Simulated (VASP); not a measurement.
# HfB (Fm-3m) in VASP: a series of runs, part 3 of 3

VASP 6.6.1.

### Step 6. Electric field gradients, PBE

This run uses another cell than the first one, of 12.33 Å³/atom, 1.818 times its volume.

Contents of INCAR:

```
ALGO     = Normal         # electronic algorithm
EDIFF    = 1E-8           # SCF threshold, eV
ENCUT    = 520            # plane-wave cutoff, eV
GGA      = PE             # functional
ISIF     = 2              # what is computed and relaxed
ISMEAR   = -1             # smearing method
LASPH    = T              # aspherical terms in the spheres
LCHARG   = F              # write CHGCAR
LEFG     = T            
LREAL    = F              # projectors in reciprocal space
LWAVE    = F              # write WAVECAR
NBANDS   = 14             # bands
NELM     = 80             # most SCF steps
PREC     = Accurate       # precision mode
SIGMA    = 0.05           # smearing width, eV
```

Contents of KPOINTS:

```
k-points
0
Gamma
  13 13 13
```

Contents of POSCAR:

```
HfB
1.0
    0.0000000000      2.3100000000      2.3100000000
    2.3100000000      0.0000000000      2.3100000000
    2.3100000000      2.3100000000      0.0000000000
Hf B
1 1
Direct
    0.5000000000      0.5000000000      0.5000000000
    0.0000000000      0.0000000000      0.0000000000
```

Potentials or basis: VASP PAW PBE potentials, release 64 (Hf_pv, B).

Started as:

```sh
cat potpaw_PBE.64/Hf_pv/POTCAR potpaw_PBE.64/B/POTCAR > POTCAR
mpirun -np 1 vasp_std > vasp.out
```

OUTCAR:

```text
EDIFF = 1E-8
   ENCUT = 520
   GGA = PE
   ISIF = 2
   ISMEAR = -1
   LASPH = T
   LREAL = F
   NELM = 80
   PREC = Accurate

 ion  position               nearest neighbor table
   1  0.500  0.500  0.500-   2 2.31   2 2.31   2 2.31   2 2.31   2 2.31   2 2.31
   2  0.000  0.000  0.000-   1 2.31   1 2.31   1 2.31   1 2.31   1 2.31   1 2.31

  LATTYP: Found a face centered cubic cell.
 ALAT       =     4.6200000000

  Lattice vectors:

 A1 = (   0.0000000000,   2.3100000000,   2.3100000000)
 A2 = (   2.3100000000,   0.0000000000,   2.3100000000)
 A3 = (   2.3100000000,   2.3100000000,   0.0000000000)

Analysis of symmetry for initial positions (statically):
=====================================================================
 Subroutine PRICEL returns:
 Original cell was already a primitive cell.

 Routine SETGRP: Setting up the symmetry group for a
 face centered cubic supercell.

 Subroutine GETGRP returns: Found 48 space group operations
[... 594 lines left out ...]
  volume of cell :       24.65
      direct lattice vectors                 reciprocal lattice vectors
     0.000000000  2.310000000  2.310000000    -0.216450216  0.216450216  0.216450216
     2.310000000  0.000000000  2.310000000     0.216450216 -0.216450216  0.216450216
     2.310000000  2.310000000  0.000000000     0.216450216  0.216450216 -0.216450216

 POSITION                                       TOTAL-FORCE (eV/Angst)
 -----------------------------------------------------------------------------------
      2.31000      2.31000      2.31000        -0.000000      0.000000      0.000000
      0.00000      0.00000      0.00000         0.000000     -0.000000     -0.000000
 -----------------------------------------------------------------------------------
    total drift:                               -0.000000     -0.000000      0.000000

  FREE ENERGIE OF THE ION-ELECTRON SYSTEM (eV)
  ---------------------------------------------------
  free  energy   TOTEN  =       -17.1558652486 eV

  energy  without entropy=      -17.1474718921  energy(sigma->0) =      -17.15166857

 Electric field gradients (V/A^2)
---------------------------------------------------------------------
 ion       V_xx      V_yy      V_zz      V_xy      V_xz      V_yz
---------------------------------------------------------------------
   1       0.000     0.000    -0.000    -0.000    -0.000    -0.000
   2       0.000     0.000    -0.000     0.000     0.000     0.000
---------------------------------------------------------------------

 Electric field gradients after diagonalization (V/A^2)
 (convention: |V_zz| > |V_xx| > |V_yy|)
----------------------------------------------------------------------
 ion       V_xx      V_yy      V_zz     asymmetry (V_yy - V_xx)/ V_zz
----------------------------------------------------------------------
   1       0.000     0.000    -0.000       0.000
   2      -0.000    -0.000     0.000       0.000
----------------------------------------------------------------------

           NMR quadrupolar parameters

 Cq : quadrupolar parameter    Cq=e*Q*V_zz/h
 eta: asymmetry parameters     (V_yy - V_xx)/ V_zz
 Q  : nuclear electric quadrupole moment in mb (millibarn)
----------------------------------------------------------------------
 ion       Cq(MHz)       eta       Q (mb)
----------------------------------------------------------------------
   1      -0.000       0.000       1.000
   2       0.000       0.000       1.000
----------------------------------------------------------------------
```

OSZICAR:

```text
N       E                     dE             d eps       ncg     rms          rms(c)
DAV:   1     0.226214410376E+02    0.22621E+02   -0.69991E+03  2352   0.872E+02
DAV:   2    -0.178022989513E+02   -0.40424E+02   -0.38388E+02  2910   0.195E+02
DAV:   3    -0.187941172276E+02   -0.99182E+00   -0.98462E+00  2942   0.211E+01
DAV:   4    -0.187973730502E+02   -0.32558E-02   -0.32557E-02  2664   0.148E+00
DAV:   5    -0.187973897977E+02   -0.16748E-04   -0.16747E-04  3030   0.952E-02    0.665E+01
DAV:   6    -0.172152948822E+02    0.15821E+01   -0.25527E+00  2814   0.993E+00    0.419E+01
DAV:   7    -0.171895549864E+02    0.25740E-01   -0.87219E-01  3078   0.573E+00    0.949E+00
DAV:   8    -0.171557398920E+02    0.33815E-01   -0.10276E-01  2634   0.195E+00    0.108E+00
DAV:   9    -0.171558867796E+02   -0.14689E-03   -0.55476E-03  3084   0.537E-01    0.148E-01
DAV:  10    -0.171558675427E+02    0.19237E-04   -0.18174E-04  2598   0.900E-02    0.387E-02
DAV:  11    -0.171558652954E+02    0.22473E-05   -0.14856E-05  2850   0.265E-02    0.103E-02
DAV:  12    -0.171558653812E+02   -0.85822E-07   -0.42695E-07  3042   0.516E-03    0.105E-02
DAV:  13    -0.171558652176E+02    0.16356E-06   -0.76951E-08  2982   0.205E-03    0.275E-03
DAV:  14    -0.171558652475E+02   -0.29843E-07   -0.16342E-08  2794   0.926E-04    0.165E-04
DAV:  15    -0.171558652486E+02   -0.10789E-08   -0.15555E-09  1608   0.274E-04
   1 F= -.17155865E+02 E0= -.17151669E+02  d E =-.839336E-02
```

Wall time 34 s (1 thread of Intel Xeon 8259CL, shared host); peak memory 0.16 GiB.

Results:

```yaml
Free_energy: -17.1559 eV
Pressure: 30.6 GPa
```

Caveat: without QUAD_EFG the Cq values of the log hold for a quadrupole moment of 1 mb, not for the nuclei; spin-orbit coupling is left out, which moves the levels of the heavy elements.

### Step 7. Overview

| cell | gap on the mesh (eV) | pressure (GPa) |
| --- | --- | --- |
| a = 2.755 Å, angles 60.0°, 2 atoms | none | 350.4 |
| a = 2.901 Å, angles 60.0°, 2 atoms | none | 209.3 |
| a = 3.267 Å, angles 60.0°, 2 atoms | none | 30.6 |

Alike in all rows: task electric field gradients; level PBE; potentials or basis VASP PAW PBE potentials, release 64 (Hf_pv, B); no spin polarisation; k mesh 13 × 13 × 13; cutoff (eV) 520; smearing fermi-dirac 0.05 eV.

Caveats: spin-orbit coupling is left out, which moves the levels of the heavy elements.

Total energies depend on the potentials used, so only differences within one code and one set of settings carry meaning.
